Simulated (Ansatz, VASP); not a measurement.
**Zn: VASP beside Ansatz**

```
Zn
1.0
     0.00000    1.86654    2.01390
     1.86654    0.00000    2.01390
     1.86654    1.86654    0.00000
Zn
1
Cartesian
  0.0000 0.0000 0.0000
```

Change from the starting cell: strain -0.050 along x and y, +0.025 along z, atoms carried along.

Alike in both runs: task single point; functional PBE; k mesh 20 × 20 × 20; occupations gaussian, width 0.15 eV; no spin polarisation.

|  | VASP | Ansatz |
| --- | --- | --- |
| version | VASP 6.6.1 | Ansatz 0.2.0 |
| potentials or method | VASP PAW PBE potentials, release 64 (Zn), cutoff 520 eV | scalar-relativistic, plane waves, PAW |
| valence electrons in the cell | 12 | 12 |

VASP gave:

- gap on the k mesh at the Fermi level (eV): none
- pressure (GPa): 7.4
- traceless stress, the component that is largest in VASP (GPa): -4.81

**Question.** Estimate Ansatz's values.

**Answer.** gap on the k mesh at the Fermi level (eV): none; pressure (GPa): 6.9; traceless stress, the component that is largest in VASP (GPa): -4.80.

A gap of «none» marks a metal or a gap that the smearing closes. The functional is the same, so the differences come from potentials, cutoffs and numerics.
